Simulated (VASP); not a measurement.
# Au (P2_1/m) in VASP: notebook

The runs below take Au through single point, with PBEsol.

Everything below comes from runs of VASP 6.6.1. Logs are shortened: lines on timing, memory, paths and dates and some standing lists are left out, and cuts for length are marked.

### 1 The cell of the first run

It takes space group P2_1/m (No. 11, monoclinic). The conventional cell has a = 2.823 Å, b = 4.893 Å, c = 2.920 Å, α = 90.00°, β = 118.91°, γ = 90.00°. Within 3.7 Å of Au (site symmetry m) lie 12 Au at 2.78 to 3.08 Å.

### 2 Single point, PBEsol (atom 1 (Au) moved by (-0.300, -0.150) A along x and y)

INCAR reads:

```
ALGO = Fast
EDIFF = 1E-6
ENCUT = 520
GGA = PS
ISIF = 2
ISMEAR = 0
LASPH = True
LCHARG = False
LREAL = False
LWAVE = False
NBANDS = 18
NELM = 80
PREC = Accurate
SIGMA = 0.15
```

KPOINTS reads:

```
k-points
0
Gamma
  20 20 10
```

POSCAR reads:

```
Au
1.0
    1.4113099650     -2.5559330250      0.0000000000
    1.4113099650      2.5559330250      0.0000000000
    0.0000000000      0.0000000000      4.8931696100
Au
2
Direct
    0.5883872269      0.1990443031      0.2500000000
    0.3346720300      0.6653279700      0.7500000000
```

Potentials or basis: VASP PAW PBE potentials, release 64 (Au).

Command:

```console
$ cat potpaw_PBE.64/Au/POTCAR > POTCAR
$ mpirun -np 1 vasp_std > vasp.out
```

OUTCAR:

```text
EDIFF = 1E-6
   ENCUT = 520
   GGA = PS
   ISIF = 2
   ISMEAR = 0
   LASPH = True
   LREAL = False
   NELM = 80
   PREC = Accurate

 ion  position               nearest neighbor table
   1  0.588  0.199  0.250-   2 2.78   2 2.78   2 3.07   2 3.07   2 3.08   2 3.08
   2  0.335  0.665  0.750-   1 2.78   1 2.78   1 3.07   1 3.07   1 3.08   1 3.08

  LATTYP: Found a base centered orthorhombic cell.
 ALAT       =     2.8226199300
 B/A-ratio  =     1.8110359088
 C/A-ratio  =     1.7335559627

  Lattice vectors:

 A1 = (   1.4113099650,  -2.5559330250,   0.0000000000)
 A2 = (   1.4113099650,   2.5559330250,   0.0000000000)
 A3 = (   0.0000000000,   0.0000000000,   4.8931696100)

Analysis of symmetry for initial positions (statically):
=====================================================================
 Subroutine PRICEL returns:
 Original cell was already a primitive cell.

 Routine SETGRP: Setting up the symmetry group for a
 base centered orthorhombic supercell.

 Subroutine GETGRP returns: Found  4 space group operations
 (whereof  1 operations were pure point group operations)
 out of a pool of  8 trial point group operations.

The static configuration has the point symmetry C_1 .
 The point group associated with its full space group is C_2h.

Analysis of symmetry for dynamics (positions and initial velocities):
=====================================================================
 Subroutine PRICEL returns:
 Original cell was already a primitive cell.

 Routine SETGRP: Setting up the symmetry group for a
 base centered orthorhombic supercell.

 Subroutine GETGRP returns: Found  4 space group operations
 (whereof  1 operations were pure point group operations)
 out of a pool of  8 trial point group operations.

The dynamic configuration has the point symmetry C_1 .
 The point group associated with its full space group is C_2h.

 Subroutine INISYM returns: Found  4 space group operations
 (whereof  1 operations are pure point group operations),
 and found     1 'primitive' translations

----------------------------------------------------------------------------------------

                                     Primitive cell

  volume of cell :      35.3014

  direct lattice vectors                    reciprocal lattice vectors
     1.411309965 -2.555933025  0.000000000     0.354280783 -0.195623279  0.000000000
     1.411309965  2.555933025  0.000000000     0.354280783  0.195623279  0.000000000
     0.000000000  0.000000000  4.893169610     0.000000000  0.000000000  0.204366511

  length of vectors
     2.919689957  2.919689957  4.893169610     0.404701545  0.404701545  0.204366511

  position of ions in fractional coordinates (direct lattice)
     0.588387227  0.199044303  0.250000000
     0.334672030  0.665327970  0.750000000

  ion indices of the primitive-cell ions
   primitive index   ion index
                 1           1
                 2           2

----------------------------------------------------------------------------------------

 KPOINTS: k-points

Automatic generation of k-mesh.
 Grid dimensions read from file:
 generate k-points for:   20   20   10

 Generating k-lattice:

  Cartesian coordinates                     Fractional coordinates (reciprocal lattice)
     0.017714039 -0.009781164  0.000000000     0.050000000  0.000000000  0.000000000
     0.017714039  0.009781164  0.000000000     0.000000000  0.050000000  0.000000000
     0.000000000  0.000000000  0.020436651     0.000000000  0.000000000  0.100000000

  Length of vectors
     0.020235077  0.020235077  0.020436651

  Shift w.r.t. Gamma in fractional coordinates (k-lattice)
     0.000000000  0.000000000  0.000000000

 Subroutine IBZKPT returns following result:
 ===========================================

 Found   1212 irreducible k-points:

 Following reciprocal coordinates:
            Coordinates               Weight
  0.000000  0.000000  0.000000      1.000000
  0.050000 -0.000000  0.000000      2.000000
 -0.000000  0.050000  0.000000      2.000000
  0.100000 -0.000000  0.000000      2.000000
 -0.000000  0.100000  0.000000      2.000000
  0.150000  0.000000  0.000000      2.000000
[... 16 lines left out ...]
  0.100000  0.050000  0.000000      2.000000
  0.050000  0.100000  0.000000      2.000000
 [... further k-points ...]
   k-points           NKPTS =   1212   k-points in BZ     NKDIM =   1212   number of bands    NBANDS=     18
   number of dos      NEDOS =    301   number of ions     NIONS =      2
   total plane-waves  NPLWV =  20736
   dimension x,y,z NGX =    24 NGY =   24 NGZ =   36
   dimension x,y,z NGXF=    48 NGYF=   48 NGZF=   72
   ions per type =               2
   NGX,Y,Z   is equivalent  to a cutoff of  13.67, 13.67, 12.23 a.u.
   NGXF,Y,Z  is equivalent  to a cutoff of  27.33, 27.33, 24.46 a.u.
 SYSTEM =  unknown system
   PREC   = accura    normal or accurate (medium, high low for compatibility)
   ISTART =      0    job   : 0-new  1-cont  2-samecut
   ICHARG =      2    charge: 1-file 2-atom 10-const
   ISPIN  =      1    spin polarized calculation?
   LNONCOLLINEAR =      F non collinear calculations
   LSORBIT =      F    spin-orbit coupling
   LASPH  =      T    aspherical Exc in radial PAW
   ENCUT  =  520.0 eV  38.22 Ry    6.18 a.u.   5.43  5.43  9.10*2*pi/ulx,y,z
   NELM   =     80;   NELMIN=  2; NELMDL= -5     # of ELM steps
   EDIFF  = 0.1E-05   stopping-criterion for ELM
   LREAL  =      F    real-space projection
   EDIFFG = 0.1E-04   stopping-criterion for IOM
   NSW    =      0    number of steps for IOM
   IBRION =     -1    ionic relax: 0-MD 1-quasi-New 2-CG
   NFREE  =      0    steps in history (QN), initial steepest desc. (CG)
   ISIF   =      2    stress and relaxation
   ISYM   =      2    0-nonsym 1-usesym 2-fastsym
   POTIM  = 0.5000    time-step for ionic-motion
   TEBEG  =    0.0;   TEEND  =   0.0 temperature during run
   PSTRESS=    0.0 pullay stress
   NELECT =      22.0000    total number of electrons
   NUPDOWN=      -1.0000    fix difference up-down
   EMIN   =  10.00;   EMAX   =-10.00  energy-range for DOS
   EFERMI =   0.00;   METHOD = LEGACY
   ISMEAR =     0;   SIGMA  =   0.15  broadening in eV -4-tet -1-fermi 0-gaus
   EFERMI_NEDOS =   21; number of points for ismear=-14 and -15
   IALGO  =     68    algorithm
   IMIX   =      4    mixing-type and parameters
     AMIX     =   0.40;   BMIX     =  1.00
     AMIX_MAG =   1.60;   BMIX_MAG =  1.00
  volume/ion in A,a.u.               =      17.65       119.11
  Fermi-wavevector in a.u.,A,eV,Ry     =   1.398358  2.642513 26.604898  1.955405
  Thomas-Fermi vector in A             =   2.521524
   LORBIT       =      0    0 simple, 1 ext, 2 COOP (PROOUT), +10 PAW based schemes
   GGA     = PS    functional components
   LHFCALC =     F    Hartree Fock is set to
   AEXX    =    0.0000 exact exchange contribution
   IVDW    =     0    specifies the selected vdW correction
   LEPSILON=     F    determine dielectric tensor
   LRPA    =     F    only Hartree local field effects (RPA)
 non-spin polarized calculation
 RMM-DIIS sequential band-by-band and
 Gauss-broadening in eV      SIGMA  =   0.15
  energy-cutoff  :      520.00
  volume of cell :       35.30
 maximum number of plane-waves:       968
 NGX is ok and might be reduce to    24
   NGX = 11   NGY = 11   NGZ = 19

 number of electron      21.9999997 magnetization

 Free energy of the ion-electron system (eV)
  ---------------------------------------------------
  ext. energy  EPLUGINS =         0.00000000
  ---------------------------------------------------
  free energy    TOTEN  =        -7.76955182 eV

  energy without entropy =       -7.76281577  energy(sigma->0) =       -7.76618379

 E-fermi :   8.6549     XC(G=0): -12.6693

 val. band max:        8.6545005445   @ k =   0.5000   0.5000   0.0000
 cond. band min:       8.6586746125   @ k =   0.1000   0.5000  -0.1000
 fundamental gap:      0.0041740680
 Fermi energy:         8.6548998503

 k-point     1 :       0.0000    0.0000    0.0000
  band No.  band energies     occupation
      1      -0.8539      2.00000
      2       1.5863      2.00000
      3       3.7232      2.00000
      4       4.0743      2.00000
      5       4.2412      2.00000
      6       4.6050      2.00000
[... 10 lines left out ...]
     17      26.5659      0.00000
     18      28.3264      0.00000

 k-point     2 :       0.0500   -0.0000    0.0000
  band No.  band energies     occupation
      1      -0.7743      2.00000
      2       1.6544      2.00000
      3       3.7375      2.00000
      4       4.1186      2.00000
      5       4.2641      2.00000
      6       4.5932      2.00000
[... 10 lines left out ...]
     17      26.1416      0.00000
     18      27.4154      0.00000

 k-point     3 :      -0.0000    0.0500    0.0000
  band No.  band energies     occupation
      1      -0.7727      2.00000
      2       1.6588      2.00000
      3       3.7288      2.00000
      4       4.1053      2.00000
      5       4.2857      2.00000
      6       4.5985      2.00000
[... 10 lines left out ...]
     17      26.1123      0.00000
     18      27.2635      0.00000

 k-point     4 :       0.1000   -0.0000    0.0000
  band No.  band energies     occupation
      1      -0.5399      2.00000
      2       1.8488      2.00000
      3       3.7674      2.00000
      4       4.2335      2.00000
      5       4.3081      2.00000
      6       4.5954      2.00000
[... 10 lines left out ...]
     17      25.0205      0.00000
     18      27.0611      0.00000

 k-point     5 :      -0.0000    0.1000    0.0000
  band No.  band energies     occupation
      1      -0.5327      2.00000
      2       1.8684      2.00000
      3       3.7245      2.00000
      4       4.1678      2.00000
      5       4.4142      2.00000
      6       4.6232      2.00000
[... 10 lines left out ...]
     17      25.5672      0.00000
     18      26.2545      0.00000

 k-point     6 :       0.1500    0.0000    0.0000
  band No.  band energies     occupation
      1      -0.1658      2.00000
      2       2.1326      2.00000
      3       3.7799      2.00000
      4       4.2801      2.00000
      5       4.4061      2.00000
      6       4.5129      2.00000
[... 10 lines left out ...]
     17      25.0743      0.00000
     18      26.8212      0.00000

 k-point     7 :       0.0000    0.1500    0.0000
  band No.  band energies     occupation
      1      -0.1456      2.00000
      2       2.1858      2.00000
      3       3.6727      2.00000
      4       4.1762      2.00000
      5       4.6104      2.00000
      6       4.6262      2.00000
[... 10 lines left out ...]
     17      25.3654      0.00000
     18      25.7884      0.00000

 k-point     8 :       0.2000   -0.0000    0.0000
  band No.  band energies     occupation
      1       0.3172      2.00000
      2       2.4208      2.00000
      3       3.7898      2.00000
      4       3.9989      2.00000
      5       4.2059      2.00000
      6       4.6369      2.00000
[... 10 lines left out ...]
     17      25.1126      0.00000
     18      26.0179      0.00000
[... 229 lines left out ...]
     17      19.3953      0.00000
     18      23.5331      0.00000

 k-point    20 :       0.5000    0.0000    0.0000
  band No.  band energies     occupation
      1       1.9502      2.00000
      2       2.1941      2.00000
      3       2.4260      2.00000
      4       4.2206      2.00000
      5       4.5149      2.00000
      6       4.9881      2.00000
[... 10 lines left out ...]
     17      21.1024      0.00000
     18      23.7679      0.00000

 k-point    21 :       0.0000    0.5000    0.0000
  band No.  band energies     occupation
      1       2.1638      2.00000
      2       2.5630      2.00000
      3       3.0087      2.00000
      4       3.7346      2.00000
      5       4.2835      2.00000
      6       4.4011      2.00000
[... 10 lines left out ...]
     17      18.6208      0.00000
     18      23.4016      0.00000

 k-point    22 :       0.0500    0.0500    0.0000
  band No.  band energies     occupation
      1      -0.6075      2.00000
      2       1.8034      2.00000
      3       3.7556      2.00000
      4       4.2235      2.00000
      5       4.3967      2.00000
      6       4.5279      2.00000
[... 10 lines left out ...]
     17      25.6858      0.00000
     18      26.3656      0.00000

 k-point    23 :       0.1000    0.0500    0.0000
  band No.  band energies     occupation
      1      -0.2953      2.00000
      2       2.0544      2.00000
      3       3.7792      2.00000
      4       4.4261      2.00000
      5       4.4684      2.00000
      6       4.4864      2.00000
[... 10 lines left out ...]
     17      25.2253      0.00000
     18      26.8122      0.00000

 k-point    24 :       0.0500    0.1000    0.0000
  band No.  band energies     occupation
      1      -0.2885      2.00000
      2       2.0733      2.00000
      3       3.7359      2.00000
      4       4.2841      2.00000
      5       4.5868      2.00000
      6       4.6285      2.00000
[... 10 lines left out ...]
     17      25.5381      0.00000
     18      26.1161      0.00000

 [... further k-points ...]

------------------------ aborting loop because EDIFF is reached ----------------------------------------

  FORCE on cell =-STRESS in cart. coord.  units (eV):
  Direction    XX          YY          ZZ          XY          YZ          ZX
  --------------------------------------------------------------------------------------
  -------------------------------------------------------------------------------------
  Total       -0.7992872     -1.3944046     -0.5933047      0.1301960      0.0000000      0.0000000
  in kB      -36.2761577    -63.2859421    -26.9275103      5.9090271      0.0000000      0.0000000
  external PRESSURE =     -42.1632034 kB  Pullay stress =       0.0000000 kB

 VOLUME and BASIS-vectors are now :
 -----------------------------------------------------------------------------
  energy-cutoff  :      520.00
  volume of cell :       35.30
      direct lattice vectors                 reciprocal lattice vectors
     1.411309965 -2.555933025  0.000000000     0.354280783 -0.195623279  0.000000000
     1.411309965  2.555933025  0.000000000     0.354280783  0.195623279  0.000000000
     0.000000000  0.000000000  4.893169610     0.000000000  0.000000000  0.204366511

 POSITION                                       TOTAL-FORCE (eV/Angst)
 -----------------------------------------------------------------------------------
      1.11131     -0.99513      1.22329         0.220162      0.144451      0.000000
      1.41131      0.84513      3.66988        -0.220162     -0.144451      0.000000
 -----------------------------------------------------------------------------------
    total drift:                               -0.000002      0.000006      0.000000

  FREE ENERGIE OF THE ION-ELECTRON SYSTEM (eV)
  ---------------------------------------------------
  free  energy   TOTEN  =        -7.7695518214 eV

  energy  without entropy=       -7.7628157658  energy(sigma->0) =       -7.76618379
```

Run time: 14 min. Hardware: 1 thread of AMD EPYC 9755, shared host; peak memory 0.64 GiB.

Results:

| Item | Value |
| --- | --- |
| Free energy | -7.7696 eV |
| Pressure | -4.2 GPa |
| Largest force | 0.263 eV/Å |
| Band gap on the k mesh | zero (bands 11 and 12 overlap by 6.24 eV) |

Forces on the atoms (eV/Å):
```
Au   0.220  0.144  0.000
Au  -0.220 -0.144  0.000
```

Caveat: the cell differs from its parent crystal (atom 1 (Au) moved by (-0.300, -0.150) A along x and y); the cell stands under tension; the PAW data sets were made with another functional, which shifts forces and pressure a little; spin-orbit coupling is left out, which moves the levels of the heavy elements.

### 3 Single point, PBEsol (atom 1 (Au) moved by (-0.300, +0.150) A along x and y)

INCAR reads:

```
SYSTEM = Au
ALGO = Fast
EDIFF = 1E-6
ENCUT = 520
GGA = PS
ISIF = 2
ISMEAR = 0
LASPH = .True.
LCHARG = .True.
LELF = .True.
LREAL = .False.
LVHAR = .True.
LWAVE = .False.
NBANDS = 18
NELM = 60
PREC = Accurate
SIGMA = 0.15
```

KPOINTS reads:

```
k-points
0
Gamma
  20 20 10
  0 0 0
```

POSCAR, as its differences from that of step 2:

```diff
@@ -8,3 +8,3 @@
 Direct
-    0.5883872269      0.1990443031      0.2500000000
+    0.5297002431      0.2577312869      0.2500000000
     0.3346720300      0.6653279700      0.7500000000
```

Potentials or basis: VASP PAW PBE potentials, release 64 (Au).

Command:

```console
$ cat potpaw_PBE.64/Au/POTCAR > POTCAR
$ mpirun -np 1 vasp_std > vasp.out
```

Run time: 14 min. Hardware: 1 thread of AMD EPYC 9755, shared host; peak memory 0.63 GiB.

It converged, with:

| Quantity | Value |
| --- | --- |
| Free energy | -7.7996 eV |
| Pressure | -5.1 GPa |
| Largest force | 0.035 eV/Å |
| Band gap on the k mesh | zero (bands 11 and 12 overlap by 6.55 eV) |

Forces on the atoms (eV/Å):
```
Au   0.029  0.020  0.000
Au  -0.029 -0.020  0.000
```

Stress tensor (GPa, compression positive):
```
-4.03  0.39  0.00
 0.39 -5.98  0.00
 0.00  0.00 -5.34
```

Levels at points of the mesh, in eV from the Fermi level:
```csv
k point,band 9,band 10,band 11,band 12,band 13,band 14
"(0.00, 0.00, 0.00)",-2.75,-2.59,-1.70,-1.06,2.48,14.29
"(0.50, 0.00, 0.00)",-1.72,-1.63,-0.16,2.17,5.11,5.70
"(0.00, 0.50, 0.00)",-1.78,-1.59,0.87,1.47,6.13,6.83
"(0.50, 0.50, 0.00)",-1.84,-1.65,0.47,1.09,5.61,6.45
"(0.00, 0.00, 0.50)",-2.76,-2.76,-2.46,-2.46,10.17,10.17
"(0.50, 0.00, 0.50)",-1.65,-1.65,1.39,1.39,3.49,3.49
"(0.00, 0.50, 0.50)",-1.57,-1.57,0.33,0.33,4.25,4.25
"(0.50, 0.50, 0.50)",-1.72,-1.72,0.03,0.03,3.65,3.65
```

Caveat: the cell differs from its parent crystal (atom 1 (Au) moved by (-0.300, +0.150) A along x and y); the cell stands under tension; the PAW data sets were made with another functional, which shifts forces and pressure a little; spin-orbit coupling is left out, which moves the levels of the heavy elements.
